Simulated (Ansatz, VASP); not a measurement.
# One calculation of Bi2Br3, two programs

```
CELL_PARAMETERS angstrom
4.04122 0.00000 0.00000
-2.02061 3.49980 0.00000
0.00000 0.00000 9.55668
ATOMIC_POSITIONS crystal
Bi 0.66667 0.33333 0.17418
Bi 0.33333 0.66667 0.82582
Br 0.00000 0.00000 0.00000
Br 0.33333 0.66667 0.34836
Br 0.66667 0.33333 0.65164
```

Alike in both runs: task relaxation of cell and atoms; functional PBE; dispersion D3(BJ); k mesh 6 × 6 × 2; occupations gaussian, width 0.1 eV; no spin polarisation.

|  | VASP | Ansatz |
| --- | --- | --- |
| version | VASP 6.6.1 | Ansatz 0.2.0 |
| potentials or method | VASP PAW PBE potentials, release 64 (Bi_d, Br), cutoff 600 eV | scalar-relativistic, plane waves, PAW |
| valence electrons in the cell | 51 | 51 |

|  | VASP | Ansatz | Ansatz less VASP |
| --- | --- | --- | --- |
| gap on the k mesh at the Fermi level, each at its own relaxed structure (eV) | none | none | - |
| relaxed volume (Å³/atom) | 31.72 | 31.97 | +0.254 |
| relaxed cell length with the largest relative difference (Å) | 7.520 | 7.655 | +0.1346 |

A gap of «none» marks a metal or a gap that the smearing closes.

Neither program's run includes spin-orbit coupling. Noted on VASP's run: the volume moved by over 15 % at a fixed basis, so the end points are rough.
